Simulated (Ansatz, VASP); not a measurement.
# Se in VASP and in Ansatz

```xyz
2
Lattice="0.0000 3.1531 3.1531 3.1531 0.0000 3.1531 3.1531 3.1531 0.0000" Properties=species:S:1:pos:R:3 pbc="T T T"
Se    0.7883    0.7883    0.7883
Se    5.5180    5.5180    5.5180
```

Alike in both runs: task single point; functional revPBE; k mesh 10 × 10 × 10; occupations fermi-dirac, width 0.1 eV; no spin polarisation.

```csv
,VASP,Ansatz
version,VASP 6.6.1,Ansatz 0.2.0
potentials or method,"VASP PAW PBE potentials, release 64 (Se), cutoff 520 eV","plane waves (420 eV) with PAW, scalar-relativistic"
valence electrons in the cell,12,32
```

Ansatz gave:

| Item | Value |
| --- | --- |
| pressure (GPa) | 1.5 |

What did VASP give for the same quantities?

Pressure (GPa): 1.6.

VASP's potentials were made for PBE, not for revPBE. VASP's potentials hold 12 valence electrons a cell and Ansatz's 32, so a difference there can come from the potentials and not from the codes.
